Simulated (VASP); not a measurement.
GaCo, 2 atoms in the cell. It takes space group Pm-3m (No. 221, cubic). The conventional cell has a = 2.840 Å, b = 2.840 Å, c = 2.840 Å, α = 90.00°, β = 90.00°, γ = 90.00°. Ga (site symmetry m-3m) has 8 Co at 2.46 Å and 6 Ga at 2.84 Å within 3.2 Å. Co (site symmetry m-3m) has 8 Ga at 2.46 Å and 6 Co at 2.84 Å within 3.2 Å. 

| Item | Value |
| --- | --- |
| Program | VASP 6.6.1 |
| Task | single point |
| Functional | PBEsol |
| Potentials or basis | VASP PAW PBE potentials, release 64 (Ga_d, Co) |
| Cutoff | 520 eV |
| k mesh | 11 × 11 × 11 |
| Occupations | fermi-dirac, width 0.05 eV |
| Spin | collinear spin, ferromagnetic start |
| Starting moments | [0.0, 2.0] μB |
| Dipole correction | no |
| Further INCAR settings | ALGO = Normal; EDIFF = 1e-07; NBANDS = 22 |

Potentials or basis: VASP PAW PBE potentials, release 64 (Ga_d, Co).

Launch:

```console
$ cat potpaw_PBE.64/Ga_d/POTCAR potpaw_PBE.64/Co/POTCAR > POTCAR
$ mpirun -np 1 vasp_std > vasp.out
```

Hardware: 1 thread of Intel(R) Xeon(R) Platinum 8488C (Sapphire Rapids) (shared host).

Problem. How long does it take, and how much memory?

Solution. It took 36 s on 1 thread of Intel(R) Xeon(R) Platinum 8488C (Sapphire Rapids), with other jobs on the host, peak memory 0.18 GiB. Counts: scf iterations 18, k points 56.
